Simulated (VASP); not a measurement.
# SiNi3 (Pm-3m) in VASP: a series of runs, part 2 of 2

VASP 6.6.1. The steps go on from the part before.

### 3 Single point, PBE+D3(BJ), collinear spin, ferromagnetic start

This run uses another cell than the first one, of 10.48 Å³/atom.

File INCAR:

```
  ALGO = Normal
  EDIFF = 1E-7
  ENCUT = 520
  GGA = PE
  ISIF = 2
  ISMEAR = -1
  ISPIN = 2
  IVDW = 12
  LASPH = True
  LCHARG = False
  LMAXMIX = 4
  LORBIT = 11
  LREAL = False
  LWAVE = False
  MAGMOM = 1 1 1 0
  NBANDS = 29
  NELM = 150
  PREC = Accurate
  SIGMA = 0.05
```

File KPOINTS:

```
k-points
0
Gamma
  8 8 8
```

File POSCAR:

```
SiNi3
1.0
    3.4743251858      0.0000000000      0.0000000000
    0.0000000000      3.4743251858      0.0000000000
    0.0000000000      0.0000000000      3.4743251858
Ni Si
3 1
Direct
    0.5000000000      0.5000000000      0.0000000000
    0.5000000000      0.0000000000      0.5000000000
    0.0000000000      0.5000000000      0.5000000000
    0.0000000000      0.0000000000      0.0000000000
```

Potentials or basis: VASP PAW PBE potentials, release 64 (Ni, Si).

Run with:

```sh
> cat potpaw_PBE.64/Ni/POTCAR potpaw_PBE.64/Si/POTCAR > POTCAR
> mpirun -np 1 vasp_std > vasp.out
```

OUTCAR:

```text
EDIFF = 1E-7
   ENCUT = 520
   GGA = PE
   ISIF = 2
   ISMEAR = -1
   ISPIN = 2
   IVDW = 12
   LASPH = True
   LORBIT = 11
   LREAL = False
   NELM = 150
   PREC = Accurate
 IVDW          = 12

 ion  position               nearest neighbor table
   1  0.500  0.500  0.000-   2 2.46   3 2.46   4 2.46   2 2.46   3 2.46   2 2.46   4 2.46   2 2.46
                             3 2.46   4 2.46   3 2.46   4 2.46
   2  0.500  0.000  0.500-   1 2.46   3 2.46   4 2.46   1 2.46   4 2.46   1 2.46   3 2.46   1 2.46
                             3 2.46   4 2.46   4 2.46   3 2.46
   3  0.000  0.500  0.500-   1 2.46   2 2.46   4 2.46   1 2.46   4 2.46   2 2.46   4 2.46   4 2.46
                             1 2.46   2 2.46   1 2.46   2 2.46
   4  0.000  0.000  0.000-   1 2.46   2 2.46   3 2.46   2 2.46   3 2.46   1 2.46   3 2.46   3 2.46
                             1 2.46   2 2.46   2 2.46   1 2.46

  LATTYP: Found a simple cubic cell.
 ALAT       =     3.4743251858

  Lattice vectors:

 A1 = (   3.4743251858,   0.0000000000,   0.0000000000)
 A2 = (   0.0000000000,   3.4743251858,   0.0000000000)
 A3 = (   0.0000000000,   0.0000000000,   3.4743251858)

Analysis of symmetry for initial positions (statically):
=====================================================================
 Subroutine PRICEL returns:
 Original cell was already a primitive cell.

 Routine SETGRP: Setting up the symmetry group for a
 simple cubic supercell.

 Subroutine GETGRP returns: Found 48 space group operations
 (whereof 48 operations were pure point group operations)
 out of a pool of 48 trial point group operations.

The static configuration has the point symmetry O_h .

Analysis of symmetry for dynamics (positions and initial velocities):
=====================================================================
 Subroutine PRICEL returns:
 Original cell was already a primitive cell.

 Routine SETGRP: Setting up the symmetry group for a
 simple cubic supercell.

 Subroutine GETGRP returns: Found 48 space group operations
 (whereof 48 operations were pure point group operations)
 out of a pool of 48 trial point group operations.

The dynamic configuration has the point symmetry O_h .

Analysis of structural, dynamic, and magnetic symmetry:
=====================================================================
 Subroutine PRICEL returns:
 Original cell was already a primitive cell.

 Routine SETGRP: Setting up the symmetry group for a
 simple cubic supercell.

 Subroutine GETGRP returns: Found 48 space group operations
 (whereof 48 operations were pure point group operations)
 out of a pool of 48 trial point group operations.

The overall configuration has the point symmetry O_h .

 Subroutine INISYM returns: Found 48 space group operations
 (whereof 48 operations are pure point group operations),
 and found     1 'primitive' translations

----------------------------------------------------------------------------------------

                                     Primitive cell

  volume of cell :      41.9384

  direct lattice vectors                    reciprocal lattice vectors
[... 89 lines left out ...]
   ENCUT  =  520.0 eV  38.22 Ry    6.18 a.u.   6.46  6.46  6.46*2*pi/ulx,y,z
   NELM   =    150;   NELMIN=  2; NELMDL= -5     # of ELM steps
   EDIFF  = 0.1E-06   stopping-criterion for ELM
   LREAL  =      F    real-space projection
   EDIFFG = 0.1E-05   stopping-criterion for IOM
   NSW    =      0    number of steps for IOM
   IBRION =     -1    ionic relax: 0-MD 1-quasi-New 2-CG
   NFREE  =      0    steps in history (QN), initial steepest desc. (CG)
   ISIF   =      2    stress and relaxation
   ISYM   =      2    0-nonsym 1-usesym 2-fastsym
   POTIM  = 0.5000    time-step for ionic-motion
   TEBEG  =    0.0;   TEEND  =   0.0 temperature during run
   PSTRESS=    0.0 pullay stress
   NELECT =      34.0000    total number of electrons
   NUPDOWN=      -1.0000    fix difference up-down
   EMIN   =  10.00;   EMAX   =-10.00  energy-range for DOS
   EFERMI =   0.00;   METHOD = LEGACY
   ISMEAR =    -1;   SIGMA  =   0.05  broadening in eV -4-tet -1-fermi 0-gaus
   EFERMI_NEDOS =   21; number of points for ismear=-14 and -15
   IALGO  =     38    algorithm
   IMIX   =      4    mixing-type and parameters
     AMIX     =   0.40;   BMIX     =  1.00
     AMIX_MAG =   1.60;   BMIX_MAG =  1.00
  volume/ion in A,a.u.               =      10.48        70.75
  Fermi-wavevector in a.u.,A,eV,Ry     =   1.526502  2.884670 31.704404  2.330208
  Thomas-Fermi vector in A             =   2.634526
   LORBIT       =     11    0 simple, 1 ext, 2 COOP (PROOUT), +10 PAW based schemes
   GGA     = PE    functional components
   LHFCALC =     F    Hartree Fock is set to
   AEXX    =    0.0000 exact exchange contribution
   IVDW    =    12    specifies the selected vdW correction
   LEPSILON=     F    determine dielectric tensor
   LRPA    =     F    only Hartree local field effects (RPA)
 spin polarized calculation
  energy-cutoff  :      520.00
  volume of cell :       41.94
 maximum number of plane-waves:      1144
 NGX is ok and might be reduce to    28
   NGX = 13   NGY = 13   NGZ = 13

 number of electron      33.9999973 magnetization      -0.0027582

 number of electron      33.9999973 magnetization       0.0001150

 Free energy of the ion-electron system (eV)
  ---------------------------------------------------
  ext. energy  EPLUGINS =         0.00000000
  ---------------------------------------------------
  free energy    TOTEN  =       -23.66559961 eV

  energy without entropy =      -23.64788009  energy(sigma->0) =      -23.65673985

 E-fermi :  11.0695     XC(G=0): -13.2491

 val. band max:       11.0079273071   @ k =   0.1250   0.1250   0.0000
 cond. band min:      11.0817703359   @ k =   0.5000   0.3750   0.3750
 fundamental gap:      0.0738430288
 Fermi energy:        11.0694519502

 spin component 1

 k-point     1 :       0.0000    0.0000    0.0000
  band No.  band energies     occupation
      1      -1.0739      1.00000
      2       6.0223      1.00000
      3       6.8544      1.00000
      4       6.8544      1.00000
      5       7.3913      1.00000
      6       7.3913      1.00000
[... 757 lines left out ...]
     28      26.2261      0.00000
     29      28.4803      0.00000

 [... further k-points ...]

 spin component 2

 k-point     1 :       0.0000    0.0000    0.0000
  band No.  band energies     occupation
      1      -1.0740      1.00000
      2       6.0223      1.00000
      3       6.8544      1.00000
      4       6.8544      1.00000
      5       7.3914      1.00000
      6       7.3914      1.00000
[... 757 lines left out ...]
     28      26.2261      0.00000
     29      28.4803      0.00000

 [... further k-points ...]

------------------------ aborting loop because EDIFF is reached ----------------------------------------

 Edisp (eV)   -2.03244

 E8    (eV) :    -0.8672

  FORCE on cell =-STRESS in cart. coord.  units (eV):
  Direction    XX          YY          ZZ          XY          YZ          ZX
  --------------------------------------------------------------------------------------
  -------------------------------------------------------------------------------------
  Total      -0.46694    -0.46694    -0.46694    -0.00000    -0.00000     0.00000
  in kB     -17.83875   -17.83875   -17.83875    -0.00000    -0.00000     0.00000
  external pressure =      -17.84 kB  Pullay stress =        0.00 kB

 VOLUME and BASIS-vectors are now :
 -----------------------------------------------------------------------------
  energy-cutoff  :      520.00
  volume of cell :       41.94
      direct lattice vectors                 reciprocal lattice vectors
     3.474325186  0.000000000  0.000000000     0.287825677  0.000000000  0.000000000
     0.000000000  3.474325186  0.000000000     0.000000000  0.287825677  0.000000000
     0.000000000  0.000000000  3.474325186     0.000000000  0.000000000  0.287825677

 POSITION                                       TOTAL-FORCE (eV/Angst)
 -----------------------------------------------------------------------------------
      1.73716      1.73716      0.00000         0.000000      0.000000      0.000000
      1.73716      0.00000      1.73716         0.000000      0.000000      0.000000
      0.00000      1.73716      1.73716         0.000000      0.000000      0.000000
      0.00000      0.00000      0.00000         0.000000      0.000000      0.000000
 -----------------------------------------------------------------------------------
    total drift:                                0.000000      0.000000      0.000000

  FREE ENERGIE OF THE ION-ELECTRON SYSTEM (eV)
  ---------------------------------------------------
  free  energy   TOTEN  =       -25.6980412129 eV

  energy  without entropy=      -25.6803216870  energy(sigma->0) =      -25.68918145

 total charge

# of ion       s       p       d       tot
------------------------------------------
    1        0.497   0.599   8.426   9.522
    2        0.497   0.599   8.426   9.522
    3        0.497   0.599   8.426   9.522
    4        0.730   0.838   0.000   1.568
--------------------------------------------------
tot          2.222   2.636  25.278  30.136

 magnetization (x)

# of ion       s       p       d       tot
------------------------------------------
    1       -0.000  -0.000   0.000   0.000
    2       -0.000  -0.000   0.000   0.000
    3       -0.000  -0.000   0.000   0.000
    4       -0.000  -0.000   0.000  -0.000
--------------------------------------------------
tot         -0.000  -0.000   0.000   0.000
```

stdout:

```text
POSCAR found type information on POSCAR NiSi
 POSCAR found :  2 types and       4 ions
 scaLAPACK will be used
 LDA part: xc-table for (Slater+PW92), standard interpolation
 POSCAR, INCAR and KPOINTS ok, starting setup
 FFT: planning ... GRIDC
 FFT: planning ... GRID_SOFT
 FFT: planning ... GRID
 WAVECAR not read
 entering main loop
```

Wall time 2.9 min (1 thread of Intel Xeon 8259CL, shared host); peak memory 0.22 GiB.

Results:

```yaml
Free_energy: -25.6980 eV
Pressure: -1.8 GPa
Band_gap_on_the_k_mesh: zero (filled and empty bands overlap)
Net_moment: 0.00 μB per cell
Valence_electrons_inside_the_program's_atomic_spheres: Ni 9.52; Si 1.57
Dispersion_energy_per_atom: -0.508 eV
```

Caveat: three body term missing.
